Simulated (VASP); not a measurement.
# BeH2 (Fm-3m) in VASP: further runs

Aim: see how the results for BeH2 move with the level of theory and the settings. Levels: PBEsol, HSE06. Tasks: single point.

Program: VASP 6.6.1. These are calculated values, not measurements. Logs are shortened: lines on timing, memory, paths and dates and some standing lists are left out, and cuts for length are marked.

### 1 The cell of the first run

The structure is cubic, space group Fm-3m (No. 225). Conventional cell: a = 3.950 Å, b = 3.950 Å, c = 3.950 Å, α = 90.00°, β = 90.00°, γ = 90.00°. Within 2.3 Å of Be (site symmetry m-3m) lie 8 H at 1.71 Å. H (site symmetry -43m) has 4 Be at 1.71 Å and 6 H at 1.97 Å within 2.3 Å.

### 2 Single point, PBEsol

Input file INCAR:

```
PREC = Accurate
ENCUT = 520
EDIFF = 1E-6
ISMEAR = -1
SIGMA = 0.02
LREAL = False
LASPH = True
NELM = 80
ALGO = Normal
ISIF = 2
LWAVE = False
LCHARG = False
GGA = PS
NBANDS = 9
```

Input file KPOINTS:

```
regular mesh
0
Gamma
  8 8 8
```

Input file POSCAR:

```
BeH2
1.0
    0.0000000000      1.9749473532      1.9749473532
    1.9749473532      0.0000000000      1.9749473532
    1.9749473532      1.9749473532      0.0000000000
Be H
1 2
Direct
    0.0000000000      0.0000000000      0.0000000000
    0.2500000000      0.2500000000      0.2500000000
    0.7500000000      0.7500000000      0.7500000000
```

Potentials or basis: VASP PAW PBE potentials, release 64 (Be, H).

Launch:

```bash
> cat potpaw_PBE.64/Be/POTCAR potpaw_PBE.64/H/POTCAR > POTCAR
> mpirun -np 1 vasp_std > vasp.out
```

OUTCAR:

```text
PREC = Accurate
   ENCUT = 520
   EDIFF = 1E-6
   ISMEAR = -1
   LREAL = False
   LASPH = True
   NELM = 80
   ISIF = 2
   GGA = PS

 ion  position               nearest neighbor table
   1  0.000  0.000  0.000-
   2  0.250  0.250  0.250-
   3  0.750  0.750  0.750-

  LATTYP: Found a face centered cubic cell.
 ALAT       =     3.9498947064

  Lattice vectors:

 A1 = (   0.0000000000,   1.9749473532,   1.9749473532)
 A2 = (   1.9749473532,   0.0000000000,   1.9749473532)
 A3 = (   1.9749473532,   1.9749473532,   0.0000000000)

Analysis of symmetry for initial positions (statically):
=====================================================================
 Subroutine PRICEL returns:
 Original cell was already a primitive cell.

 Routine SETGRP: Setting up the symmetry group for a
 face centered cubic supercell.

 Subroutine GETGRP returns: Found 48 space group operations
 (whereof 48 operations were pure point group operations)
 out of a pool of 48 trial point group operations.

The static configuration has the point symmetry O_h .

Analysis of symmetry for dynamics (positions and initial velocities):
=====================================================================
 Subroutine PRICEL returns:
 Original cell was already a primitive cell.

 Routine SETGRP: Setting up the symmetry group for a
 face centered cubic supercell.

 Subroutine GETGRP returns: Found 48 space group operations
 (whereof 48 operations were pure point group operations)
 out of a pool of 48 trial point group operations.

The dynamic configuration has the point symmetry O_h .

 Subroutine INISYM returns: Found 48 space group operations
 (whereof 48 operations are pure point group operations),
 and found     1 'primitive' translations

----------------------------------------------------------------------------------------

                                     Primitive cell

  volume of cell :      15.4062

  direct lattice vectors                    reciprocal lattice vectors
     0.000000000  1.974947353  1.974947353    -0.253171306  0.253171306  0.253171306
     1.974947353  0.000000000  1.974947353     0.253171306 -0.253171306  0.253171306
     1.974947353  1.974947353  0.000000000     0.253171306  0.253171306 -0.253171306

  length of vectors
[... 87 lines left out ...]
   NSW    =      0    number of steps for IOM
   IBRION =     -1    ionic relax: 0-MD 1-quasi-New 2-CG
   NFREE  =      0    steps in history (QN), initial steepest desc. (CG)
   ISIF   =      2    stress and relaxation
   ISYM   =      2    0-nonsym 1-usesym 2-fastsym
   POTIM  = 0.5000    time-step for ionic-motion
   TEBEG  =    0.0;   TEEND  =   0.0 temperature during run
   PSTRESS=    0.0 pullay stress
   NELECT =       4.0000    total number of electrons
   NUPDOWN=      -1.0000    fix difference up-down
   EMIN   =  10.00;   EMAX   =-10.00  energy-range for DOS
   EFERMI =   0.00;   METHOD = LEGACY
   ISMEAR =    -1;   SIGMA  =   0.02  broadening in eV -4-tet -1-fermi 0-gaus
   EFERMI_NEDOS =   21; number of points for ismear=-14 and -15
   IALGO  =     38    algorithm
   IMIX   =      4    mixing-type and parameters
     AMIX     =   0.40;   BMIX     =  1.00
     AMIX_MAG =   1.60;   BMIX_MAG =  1.00
  volume/ion in A,a.u.               =       5.14        34.66
  Fermi-wavevector in a.u.,A,eV,Ry     =   1.044390  1.973611 14.840557  1.090750
  Thomas-Fermi vector in A             =   2.179140
   LORBIT       =      0    0 simple, 1 ext, 2 COOP (PROOUT), +10 PAW based schemes
   GGA     = PS    functional components
   LHFCALC =     F    Hartree Fock is set to
   AEXX    =    0.0000 exact exchange contribution
   IVDW    =     0    specifies the selected vdW correction
   LEPSILON=     F    determine dielectric tensor
   LRPA    =     F    only Hartree local field effects (RPA)
 non-spin polarized calculation
  energy-cutoff  :      520.00
  volume of cell :       15.41
 maximum number of plane-waves:       428
 NGX is ok and might be reduce to    24
   NGX = 11   NGY = 11   NGZ = 11

 number of electron       3.9999999 magnetization

 Free energy of the ion-electron system (eV)
  ---------------------------------------------------
  ext. energy  EPLUGINS =         0.00000000
  ---------------------------------------------------
  free energy    TOTEN  =        -9.41173629 eV

  energy without entropy =       -9.41173621  energy(sigma->0) =       -9.41173625

 E-fermi :   5.4327     XC(G=0): -10.2649

 val. band max:        5.1624874004   @ k =   0.5000   0.3750   0.0000
 cond. band min:       5.7025629025   @ k =   0.2500   0.1250   0.0000
 fundamental gap:      0.5400755021
 Fermi energy:         5.4326870554

 k-point     1 :       0.0000    0.0000    0.0000
  band No.  band energies     occupation
      1      -8.6879      2.00000
      2       9.3468      0.00000
      3      14.7159      0.00000
      4      14.7159      0.00000
      5      14.7159      0.00000
      6      20.2227      0.00000
      7      20.2227      0.00000
      8      20.2227      0.00000
      9      25.1160      0.00000
[... 265 lines left out ...]
 k-point    24 :      -0.3750    0.2500    0.1250
  band No.  band energies     occupation
      1      -2.3590      2.00000
      2      -1.6002      2.00000
      3       8.6560      0.00000
      4       8.7928      0.00000
      5      15.0370      0.00000
      6      17.0614      0.00000
      7      23.1123      0.00000
      8      23.9102      0.00000
      9      28.8566      0.00000

 [... further k-points ...]

------------------------ aborting loop because EDIFF is reached ----------------------------------------

  FORCE on cell =-STRESS in cart. coord.  units (eV):
  Direction    XX          YY          ZZ          XY          YZ          ZX
  --------------------------------------------------------------------------------------
  -------------------------------------------------------------------------------------
  Total       -0.1059772     -0.1059772     -0.1059772      0.0000000      0.0000000      0.0000000
  in kB      -11.0211436    -11.0211436    -11.0211436      0.0000000      0.0000000      0.0000000
  external PRESSURE =     -11.0211436 kB  Pullay stress =       0.0000000 kB

 VOLUME and BASIS-vectors are now :
 -----------------------------------------------------------------------------
  energy-cutoff  :      520.00
  volume of cell :       15.41
      direct lattice vectors                 reciprocal lattice vectors
     0.000000000  1.974947353  1.974947353    -0.253171306  0.253171306  0.253171306
     1.974947353  0.000000000  1.974947353     0.253171306 -0.253171306  0.253171306
     1.974947353  1.974947353  0.000000000     0.253171306  0.253171306 -0.253171306

 POSITION                                       TOTAL-FORCE (eV/Angst)
 -----------------------------------------------------------------------------------
      0.00000      0.00000      0.00000         0.000000      0.000000     -0.000000
      0.98747      0.98747      0.98747        -0.000000     -0.000000     -0.000000
      2.96242      2.96242      2.96242        -0.000000      0.000000      0.000000
 -----------------------------------------------------------------------------------
    total drift:                                0.000000      0.000000      0.000000

  FREE ENERGIE OF THE ION-ELECTRON SYSTEM (eV)
  ---------------------------------------------------
  free  energy   TOTEN  =        -9.4117362896 eV

  energy  without entropy=       -9.4117362143  energy(sigma->0) =       -9.41173625
```

OSZICAR:

```text
N       E                     dE             d eps       ncg     rms          rms(c)
DAV:   1    -0.417359080662E+01   -0.41736E+01   -0.19160E+03   522   0.357E+02
DAV:   2    -0.950759447998E+01   -0.53340E+01   -0.49737E+01   759   0.563E+01
DAV:   3    -0.960000361238E+01   -0.92409E-01   -0.92265E-01   608   0.539E+00
DAV:   4    -0.960010535914E+01   -0.10175E-03   -0.10174E-03   737   0.169E-01
DAV:   5    -0.960010537776E+01   -0.18628E-07   -0.18474E-07   632   0.168E-03    0.297E+00
DAV:   6    -0.946306001000E+01    0.13705E+00   -0.76912E-02   571   0.110E+00    0.154E+00
DAV:   7    -0.941169084118E+01    0.51369E-01   -0.91381E-02   574   0.129E+00    0.196E-01
DAV:   8    -0.941217328911E+01   -0.48245E-03   -0.24212E-03   614   0.297E-01    0.145E-01
DAV:   9    -0.941173517789E+01    0.43811E-03   -0.83725E-04   558   0.120E-01    0.510E-03
DAV:  10    -0.941173668055E+01   -0.15027E-05   -0.11444E-05   592   0.245E-02    0.414E-03
DAV:  11    -0.941173628958E+01    0.39097E-06   -0.78406E-07   359   0.441E-03
   1 F= -.94117363E+01 E0= -.94117363E+01  d E =-.752429E-07
```

stdout:

```text
POSCAR found type information on POSCAR BeH
 POSCAR found :  2 types and       3 ions
 scaLAPACK will be used
 -----------------------------------------------------------------------------
|                                                                             |
|                                                                             |
|     You enforced a specific xc type in the INCAR file but a different       |
|     I HOPE YOU KNOW WHAT YOU ARE DOING!                                     |
|                                                                             |
 -----------------------------------------------------------------------------

 LDA part: xc-table for (Slater+PW92), standard interpolation
 POSCAR, INCAR and KPOINTS ok, starting setup
 FFT: planning ... GRIDC
 FFT: planning ... GRID_SOFT
 FFT: planning ... GRID
 WAVECAR not read
 entering main loop
```

It took 11 s on 1 thread of AMD EPYC, shared host; peak memory 0.1 GiB.

What came out:

* Free energy: -9.4117 eV
* Pressure: -1.1 GPa
* Band gap on the k mesh: zero (bands 2 and 3 overlap by 5.10 eV)

Caveat: the PAW data sets were made with another functional, which shifts forces and pressure a little.

### 3 Single point, HSE06

POSCAR is that of step 2.

Input file INCAR.step1:

```
SYSTEM = BeH2
ALGO = Normal
EDIFF = 1E-5
ENCUT = 520
GGA = PE
ISIF = 2
ISMEAR = -1
LASPH = .TRUE.
LCHARG = .FALSE.
LREAL = .FALSE.
LWAVE = .TRUE.
NBANDS = 9
NELM = 80
PREC = Accurate
SIGMA = 0.02
```

Input file INCAR.step2:

```
SYSTEM = BeH2
ALGO = Normal
EDIFF = 1E-6
ENCUT = 520
GGA = PE
HFSCREEN = 0.2079
ISIF = 2
ISMEAR = -1
ISTART = 1
LASPH = .TRUE.
LCHARG = .FALSE.
LHFCALC = .TRUE.
LREAL = .FALSE.
LWAVE = .FALSE.
NBANDS = 9
NELM = 80
PREC = Accurate
PRECFOCK = Normal
SIGMA = 0.02
```

Input file KPOINTS:

```
k-points
0
G
  6 6 6
  0 0 0
```

Potentials or basis: VASP PAW PBE potentials, release 64 (Be, H).

Launch:

```bash
> cat potpaw_PBE.64/Be/POTCAR potpaw_PBE.64/H/POTCAR > POTCAR
> cp INCAR.step1 INCAR
> mpirun -np 1 vasp_std > vasp.out
> cp INCAR.step2 INCAR
> mpirun -np 1 vasp_std > vasp.out
```

OUTCAR:

```text
SYSTEM = BeH2
   EDIFF = 1E-6
   ENCUT = 520
   GGA = PE
   HFSCREEN = 0.2079
   ISIF = 2
   ISMEAR = -1
   ISTART = 1
   LASPH = .TRUE.
   LHFCALC = .TRUE.
   LREAL = .FALSE.
   NELM = 80
   PREC = Accurate
   PRECFOCK = Normal

 ion  position               nearest neighbor table
   1  0.000  0.000  0.000-
   2  0.250  0.250  0.250-
   3  0.750  0.750  0.750-

  LATTYP: Found a face centered cubic cell.
 ALAT       =     3.9498947064

  Lattice vectors:

 A1 = (   0.0000000000,   1.9749473532,   1.9749473532)
 A2 = (   1.9749473532,   0.0000000000,   1.9749473532)
 A3 = (   1.9749473532,   1.9749473532,   0.0000000000)

Analysis of symmetry for initial positions (statically):
=====================================================================
 Subroutine PRICEL returns:
 Original cell was already a primitive cell.

 Routine SETGRP: Setting up the symmetry group for a
 face centered cubic supercell.

 Subroutine GETGRP returns: Found 48 space group operations
 (whereof 48 operations were pure point group operations)
 out of a pool of 48 trial point group operations.

The static configuration has the point symmetry O_h .

Analysis of symmetry for dynamics (positions and initial velocities):
=====================================================================
 Subroutine PRICEL returns:
 Original cell was already a primitive cell.

 Routine SETGRP: Setting up the symmetry group for a
 face centered cubic supercell.

 Subroutine GETGRP returns: Found 48 space group operations
 (whereof 48 operations were pure point group operations)
 out of a pool of 48 trial point group operations.

The dynamic configuration has the point symmetry O_h .

 Subroutine INISYM returns: Found 48 space group operations
 (whereof 48 operations are pure point group operations),
[... 117 lines left out ...]
   ENCUT4O =  -1.0   cutoff for four orbital integrals eV
   NKREDX  =     1    reduce k-point grid by
   NKREDY  =     1    reduce k-point grid by
   NKREDZ  =     1    reduce k-point grid by
   AEXX    =    0.2500 exact exchange contribution
   HFSCREEN=    0.2079 screening length (either q_TF or 0.3 A-1)
   HFSCREENC=   0.2079 screening length for correlation (either q_TF or 0.3 A-1)
   ENCUTFOCK=  -1.0 apply spherical cutoff to Coloumb kernel
   IVDW    =     0    specifies the selected vdW correction
   LEPSILON=     F    determine dielectric tensor
   LRPA    =     F    only Hartree local field effects (RPA)
 non-spin polarized calculation
  energy-cutoff  :      520.00
  volume of cell :       15.41
 maximum number of plane-waves:       432
 NGX is ok and might be reduce to    24
  NGX = 16; NGY = 16; NGZ = 16

 number of electron       3.9999999 magnetization

 Free energy of the ion-electron system (eV)
  ---------------------------------------------------
  ext. energy  EPLUGINS =         0.00000000
  ---------------------------------------------------
  free energy    TOTEN  =       -10.24341208 eV

  energy without entropy =      -10.24341208  energy(sigma->0) =      -10.24341208

 E-fermi :   5.6175     XC(G=0):  -8.4078

 val. band max:        5.1055772939   @ k =  -0.3333   0.5000   0.1667
 cond. band min:       6.1560160668   @ k =  -0.3333   0.3333   0.0000
 fundamental gap:      1.0504387729
 Fermi energy:         5.6175468870

 k-point     1 :       0.0000    0.0000    0.0000
  band No.  band energies     occupation
      1     -10.3886      2.00000
      2       9.6431      0.00000
      3      15.8044      0.00000
      4      15.8044      0.00000
      5      15.8044      0.00000
      6      21.2104      0.00000
      7      21.2104      0.00000
      8      21.2104      0.00000
      9      26.4223      0.00000
[... 169 lines left out ...]
 k-point    16 :      -0.3333    0.5000    0.1667
  band No.  band energies     occupation
      1      -3.1508      2.00000
      2       0.0746      2.00000
      3       5.1056      2.00000
      4       7.5288      0.00000
      5      14.3452      0.00000
      6      19.3705      0.00000
      7      22.3273      0.00000
      8      29.7243      0.00000
      9      35.3570      0.00000

------------------------ aborting loop because EDIFF is reached ----------------------------------------

  FORCE on cell =-STRESS in cart. coord.  units (eV):
  Direction    XX          YY          ZZ          XY          YZ          ZX
  --------------------------------------------------------------------------------------
  -------------------------------------------------------------------------------------
  Total       -0.1625765     -0.1625765     -0.1625765     -0.0000000      0.0000000      0.0000000
  in kB      -16.9072037    -16.9072037    -16.9072037     -0.0000000      0.0000000      0.0000000
  external PRESSURE =     -16.9072037 kB  Pullay stress =       0.0000000 kB

 VOLUME and BASIS-vectors are now :
 -----------------------------------------------------------------------------
  energy-cutoff  :      520.00
  volume of cell :       15.41
      direct lattice vectors                 reciprocal lattice vectors
     0.000000000  1.974947353  1.974947353    -0.253171306  0.253171306  0.253171306
     1.974947353  0.000000000  1.974947353     0.253171306 -0.253171306  0.253171306
     1.974947353  1.974947353  0.000000000     0.253171306  0.253171306 -0.253171306

 POSITION                                       TOTAL-FORCE (eV/Angst)
 -----------------------------------------------------------------------------------
      0.00000      0.00000      0.00000        -0.000000     -0.000000      0.000000
      0.98747      0.98747      0.98747         0.000000     -0.000000     -0.000000
      2.96242      2.96242      2.96242        -0.000000      0.000000      0.000000
 -----------------------------------------------------------------------------------
    total drift:                                0.000000      0.000000      0.000000

  FREE ENERGIE OF THE ION-ELECTRON SYSTEM (eV)
  ---------------------------------------------------
  free  energy   TOTEN  =       -10.2434120802 eV

  energy  without entropy=      -10.2434120802  energy(sigma->0) =      -10.24341208
```

OSZICAR.step1:

```text
N       E                     dE             d eps       ncg     rms          rms(c)
DAV:   1    -0.452203649328E+01   -0.45220E+01   -0.18519E+03   288   0.359E+02
DAV:   2    -0.938481039651E+01   -0.48628E+01   -0.42982E+01   389   0.514E+01
DAV:   3    -0.944338740833E+01   -0.58577E-01   -0.58556E-01   348   0.470E+00
DAV:   4    -0.944341567300E+01   -0.28265E-04   -0.28264E-04   376   0.113E-01
DAV:   5    -0.944341567587E+01   -0.28741E-08   -0.31776E-08   366   0.113E-03    0.339E+00
DAV:   6    -0.927745882163E+01    0.16596E+00   -0.85180E-02   307   0.119E+00    0.186E+00
DAV:   7    -0.920938562051E+01    0.68073E-01   -0.13977E-01   305   0.166E+00    0.193E-01
DAV:   8    -0.921006172125E+01   -0.67610E-03   -0.27693E-03   300   0.356E-01    0.634E-02
DAV:   9    -0.920996340031E+01    0.98321E-04   -0.17102E-04   331   0.620E-02    0.820E-03
DAV:  10    -0.920996182132E+01    0.15790E-05   -0.66558E-06   259   0.175E-02
   1 F= -.92099618E+01 E0= -.92099618E+01  d E =-.422450E-10
```

Run time: 3.1 min. Hardware: 1 thread of AMD EPYC, shared host; peak memory 0.2 GiB.

Results:

```yaml
Free_energy: -10.2434 eV
Pressure: -1.7 GPa
Band_gap_on_the_k_mesh: zero (bands 2 and 3 overlap by 5.14 eV)
```

Caveat: the k points lie up to 0.46 Å⁻¹ apart, too coarse for converged energies and pressures of a metal; the PAW data sets were made with another functional, which shifts forces and pressure a little.
